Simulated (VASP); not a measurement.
# GaN: single point with r2SCAN

The system is GaN.

```
Ga N
1.0
     0.00000    2.29306    2.29306
     2.29306    0.00000    2.29306
     2.29306    2.29306    0.00000
Ga N
1 1
Direct
  0.00000 0.00000 0.00000
  0.25000 0.25000 0.25000
```

This cell differs from its parent crystal: volume changed by +6%.

```yaml
Program: VASP 6.6.1
Task: single point
Functional: r2SCAN
Potentials_or_basis: VASP PAW PBE potentials, release 64 (Ga_d, N)
Cutoff: 520 eV
k_mesh: 8 × 8 × 8
Occupations: gaussian, width 0.01 eV
Spin: no spin polarisation
```

| Property | Result |
| --- | --- |
| Pressure | -9.2 GPa |
| Band gap on the k mesh | 1.77 eV, direct |

Levels at points of the mesh, in eV from the valence-band top:
```csv
k point,band 7,band 8,band 9,band 10,band 11,band 12
"(0.00, 0.00, 0.00)",0.00,0.00,0.00,1.77,10.66,10.66
"(0.50, 0.00, 0.00)",-6.82,-0.93,-0.93,4.79,9.16,10.72
"(0.50, 0.50, 0.00)",-6.00,-2.60,-2.60,3.74,6.91,12.19
```

Wall time 25 s on 1 thread of Intel(R) Xeon(R) 6975P-C (Granite Rapids) (shared host), peak memory 0.15 GiB.

Caveat: the PAW data sets were made with another functional, which shifts forces and pressure a little.
